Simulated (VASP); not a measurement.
Write the native input for VASP 6.6.1 that does the following.

```yaml
Task: single point
Functional: PBEsol
Potentials_or_basis: VASP PAW PBE potentials, release 64 (F)
Cutoff: 520 eV
k_mesh: 10 × 10 × 6
Occupations: gaussian, width 0.02 eV
Spin: no spin polarisation
Dipole_correction: no
Further_INCAR_settings: ALGO = Normal; EDIFF = 1e-07; NBANDS = 22
```

The structure of F lies in POSCAR:

```
F
1.0
    2.3147876471     -1.6618988235      0.0000000000
    2.3147876471      1.6618988235      0.0000000000
    0.0000000000      0.0000000000      6.1282519118
F
4
Direct
    0.1300000000      0.8700000000      0.1000000000
    0.6300000000      0.3700000000      0.4000000000
    0.8700000000      0.1300000000      0.9000000000
    0.3700000000      0.6300000000      0.6000000000
```

This cell differs from its parent crystal: Cl replaced by F, lengths x 0.735, strained.

These files were run (other wordings do the same):

INCAR

```
SYSTEM = F
ALGO     = Normal         ! electronic algorithm
EDIFF    = 1E-7           ! SCF threshold, eV
ENCUT    = 520            ! plane-wave cutoff, eV
GGA      = PS             ! functional
ISIF     = 2              ! what is computed and relaxed
ISMEAR   = 0              ! smearing method
LASPH    = .TRUE.         ! aspherical terms in the spheres
LCHARG   = .FALSE.        ! write CHGCAR
LREAL    = .FALSE.        ! projectors in reciprocal space
LWAVE    = .FALSE.        ! write WAVECAR
NBANDS   = 22             ! bands
NELM     = 100            ! most SCF steps
PREC     = Accurate       ! precision mode
SIGMA    = 0.02           ! smearing width, eV
```

KPOINTS

```
k-points
0
G
  10 10 6
  0 0 0
```

Potentials or basis: VASP PAW PBE potentials, release 64 (F).

Run with:

```sh
$ cat potpaw_PBE.64/F/POTCAR > POTCAR
$ mpirun -np 1 vasp_std > vasp.out
```

It gave:

- Pressure: -5.0 GPa
- Largest force: 1.997 eV/Å
- Band gap on the k mesh: 1.99 eV, indirect (least direct gap 2.04 eV)

Caveat: the cell differs from its parent crystal (Cl replaced by F, lengths x 0.735, strained); the PAW data sets were made with another functional, which shifts forces and pressure a little.

Run time: 82 s on 1 thread of Intel(R) Xeon(R) Platinum 8259CL CPU @ 2.50GHz (Skylake/Cascade Lake), with other jobs on the host, peak memory 0.22 GiB.
